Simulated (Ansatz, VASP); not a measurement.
## Cs in VASP and in Ansatz

```
Cs
1.0
     0.00000    5.30271    5.30271
     5.30271    0.00000    5.30271
     5.30271    5.30271    0.00000
Cs
2
Direct
  0.12500 0.12500 0.12500
  0.87500 0.87500 0.87500
```

Alike in both runs: task relaxation of cell and atoms; functional PBEsol; k mesh 5 × 5 × 5; occupations fermi-dirac, width 0.1 eV; no spin polarisation.

|  | VASP | Ansatz |
| --- | --- | --- |
| version | VASP 6.6.1 | Ansatz 0.2.0 |
| potentials or method | VASP PAW PBE potentials, release 64 (Cs_sv), cutoff 600 eV | plane waves (420 eV) with PAW, scalar-relativistic |
| valence electrons in the cell | 18 | 18 |

```tsv
	VASP	Ansatz	Ansatz less VASP
relaxed volume (Å³/atom)	169.58	169.18	-0.401
relaxed length of the cell vector where the two differ most in proportion (Å)	7.828	7.822	-0.0062
```

VASP's potentials were made for PBE, not for PBEsol, and Ansatz warns of the same on its side.

Spin-orbit coupling is off throughout.
